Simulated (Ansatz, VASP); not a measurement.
## Cd in VASP and in Ansatz

```xyz
2
Lattice="3.0373 0.0000 0.0000 -1.5186 2.6304 0.0000 0.0000 0.0000 5.7278" Properties=species:S:1:pos:R:3 pbc="T T T"
Cd    1.5186    0.8768    4.2959
Cd    0.0000    1.7536    1.4320
```

Alike in both runs: task single point; functional r2SCAN; k mesh 10 × 10 × 5; occupations fermi-dirac, width 0.05 eV; no spin polarisation.

```csv
,VASP,Ansatz
version,VASP 6.6.1,Ansatz 0.2.0
potentials or method,"VASP PAW PBE potentials, release 64 (Cd)",Ansatz PAW
plane-wave cutoff (eV),520,500
valence electrons in the cell,24,40
```

```csv
,VASP,Ansatz,Ansatz less VASP
gap on the k mesh at the Fermi level (eV),none,none,-
pressure (GPa),-2.2,-2.5,-0.27
"traceless stress, the component that is largest in VASP (GPa)",0.70,0.80,+0.099
```

VASP's potentials were made for PBE, not for r2SCAN. A gap of «none» marks a metal or a gap that the smearing closes. VASP's potentials hold 24 valence electrons a cell and Ansatz's 40, so a difference there can come from the potentials and not from the codes.
